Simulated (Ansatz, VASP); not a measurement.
## Cu in VASP and in Ansatz

Contents of INCAR:

```
PREC     = Accurate       # precision mode
ENCUT    = 520            # plane-wave cutoff, eV
EDIFF    = 1E-7           # SCF threshold, eV
ISMEAR   = -1             # smearing method
SIGMA    = 0.1            # smearing width, eV
LREAL    = False          # projectors in reciprocal space
LASPH    = True           # aspherical terms in the spheres
NELM     = 100            # most SCF steps
ALGO     = Normal         # electronic algorithm
ISIF     = 2              # what is computed and relaxed
LWAVE    = False          # write WAVECAR
LCHARG   = False          # write CHGCAR
GGA      = B5             # functional
ALDAX    = 1.0          
AGGAX    = 1.0          
AGGAC    = 1.0          
ALDAC    = 0.0          
NBANDS   = 18             # bands
```

File KPOINTS:

```
Automatic mesh
0
Gamma
  15 15 8
```

The input POSCAR:

```
Cu
1.0
   -1.4671414953      1.7821218409      1.3074549662
    1.7821218409     -1.4671414953      1.3074549662
    3.0275632798      3.0275632798     -0.7305678863
Cu
2
Direct
    0.0416600345      0.9583399655      0.0000000000
    0.7083399655      0.2916600345      0.5000000000
```

Input for Ansatz:

```yaml
crystal:
  lattice:
    - [-1.4671414953, 1.7821218409, 1.3074549662]
    - [1.7821218409, -1.4671414953, 1.3074549662]
    - [3.0275632798, 3.0275632798, -0.7305678863]
  atoms:
    - { symbol: Cu, position: [0.0416600345, 0.9583399655, 0.0] }
    - { symbol: Cu, position: [0.7083399655, 0.2916600345, 0.5] }
hamiltonian:
  xc: blyp
  pseudopotentials:
    kind: paw
    azcp:
      Cu: "pseudopotentials/Cu.paw.azcp"
basis:
  ecutwfc: 420
  fft_grid_basis: typed
kpoints:
  mp_grid: { grid: [15, 15, 8], shift: [0, 0, 0] }
magnetization:
  spin_polarized: false
scf:
  occupations: { method: fermi_dirac, width: 0.1 }
  lower_state_search: "off"
output:
  stress: true
```

Alike in both runs: task single point; functional BLYP; k mesh 15 × 15 × 8; occupations fermi-dirac, width 0.1 eV; no spin polarisation.

|  | VASP | Ansatz |
| --- | --- | --- |
| version | VASP 6.6.1 | Ansatz 0.2.0 |
| potentials or method | VASP PAW PBE potentials, release 64 (Cu), cutoff 520 eV | plane waves (420 eV) with PAW, scalar-relativistic |
| valence electrons in the cell | 22 | 38 |

|  | VASP | Ansatz | Ansatz less VASP |
| --- | --- | --- | --- |
| pressure (GPa) | -3.6 | -4.2 | -0.57 |
| traceless stress, the component that is largest in VASP (GPa) | 0.63 | 0.65 | +0.021 |

VASP's potentials were made for PBE, not for BLYP. VASP's potentials hold 22 valence electrons a cell and Ansatz's 38, so a difference there can come from the potentials and not from the codes.
